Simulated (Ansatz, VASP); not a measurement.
Two plane-wave programs on TiSi11O24

```
CELL_PARAMETERS angstrom
-7.37245 4.25649 5.43130
7.37245 -4.25649 5.43130
2.45748 4.25649 -5.43130
ATOMIC_POSITIONS crystal
Ti 0.27355 0.27355 0.54710
Si 0.76613 0.76613 0.53225
Si 0.77190 0.26685 0.03691
Si 0.26502 0.77006 0.03691
Si 0.56733 0.33169 0.22937
Si 0.06581 0.82659 0.23142
Si 0.05237 0.33773 0.73097
Si 0.56534 0.83190 0.73204
Si 0.16562 0.40484 0.23142
Si 0.66204 0.89769 0.22937
Si 0.67861 0.39324 0.73097
Si 0.16670 0.90014 0.73204
O 0.59751 0.52618 0.34224
O 0.07572 0.00823 0.33075
O 0.07979 0.53077 0.83866
O 0.59916 0.02830 0.84894
O 0.51362 0.35572 0.75108
O 0.98940 0.85457 0.72576
O 0.99433 0.35547 0.24249
O 0.48215 0.84479 0.22048
O 0.58638 0.28458 0.42306
O 0.08527 0.78389 0.42857
O 0.06608 0.29016 0.92119
O 0.58139 0.78656 0.92636
O 0.25503 0.32253 0.33075
O 0.74473 0.81606 0.34224
O 0.75887 0.30789 0.83866
O 0.24979 0.82064 0.84894
O 0.34330 0.64469 0.42857
O 0.83668 0.13848 0.42306
O 0.85511 0.63103 0.92119
O 0.34497 0.13981 0.92636
O 0.73637 0.87120 0.72576
O 0.23746 0.39536 0.75108
O 0.24816 0.88702 0.24249
O 0.73834 0.37570 0.22048
```

Alike in both runs: functional PBE; k mesh 4 × 4 × 4; occupations fermi-dirac, width 0.01 eV; no spin polarisation.

Ansatz relaxed the structure, and its values are those at the end. VASP's run is a single point on that final structure, the one shown.

```csv
,VASP,Ansatz
version,VASP 6.6.1,Ansatz 0.2.0
potentials or method,"VASP PAW PBE potentials, release 64 (Ti_sv, Si, O)","plane-wave PAW, scalar-relativistic"
plane-wave cutoff (eV),520,420
valence electrons in the cell,200,200
```

|  | VASP | Ansatz | Ansatz less VASP |
| --- | --- | --- | --- |
| gap on the k mesh at the Fermi level (eV) | 4.69 | 4.71 | +0.024 |
| pressure (GPa) | 3.5 | 3.3 | -0.21 |
| rms of the force components (eV/Å) | 0.013 | 0.007 | -0.0068 |

Ansatz's warnings: stress scf threshold loose.
